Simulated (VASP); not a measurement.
Re3B2: single point with PBE

Crystal: Re3B2.

```xyz
5
Lattice="3.5430 0.0000 0.0000 -1.7715 3.0683 0.0000 0.0000 0.0000 5.6048" Properties=species:S:1:pos:R:3 pbc="T T T"
Re    0.0000    0.0000    0.0000
Re    0.0000    2.0455    3.6387
Re    1.7715    1.0228    1.9660
B     0.0000    2.0455    1.2734
B     1.7715    1.0228    4.3314
```

```
Program                : VASP 6.6.1
Task                   : single point
Functional             : PBE
Potentials or basis    : VASP PAW PBE potentials, release 64 (Re_sv_GW, B)
Cutoff                 : 560 eV
k mesh                 : 12 × 12 × 8
Occupations            : gaussian, width 0.1 eV
Spin                   : no spin polarisation
Dipole correction      : no
Further INCAR settings : ALGO = Normal; EDIFF = 1e-06; NBANDS = 34
```

```
Pressure               : -1.0 GPa
Largest force          : 0.006 eV/Å
Band gap on the k mesh : zero (an odd number of electrons rules out a gap without spin polarisation)
```

Forces on the atoms (eV/Å):
```
Re   0.000  0.000  0.000
Re   0.000  0.000 -0.002
Re   0.000  0.000  0.002
B    0.000  0.000 -0.006
B    0.000  0.000  0.006
```

Levels at points of the mesh, in eV from the Fermi level:
```csv
k point,band 23,band 24,band 25,band 26,band 27,band 28
"(0.00, 0.00, 0.00)",-0.84,0.14,0.14,0.93,0.93,0.97
"(0.50, 0.00, 0.00)",-2.00,-0.94,-0.60,-0.58,0.01,0.36
"(0.00, 0.00, 0.50)",-2.00,-1.17,-1.05,-0.87,-0.87,0.01
"(0.50, 0.00, 0.50)",-2.44,-0.82,-0.63,-0.37,0.32,0.58
```

Run time: 3.5 min on 1 thread of Intel(R) Xeon(R) 6975P-C (Granite Rapids) (shared host), peak memory 0.38 GiB.

Caveat: spin-orbit coupling is left out, which moves the levels of the heavy elements.
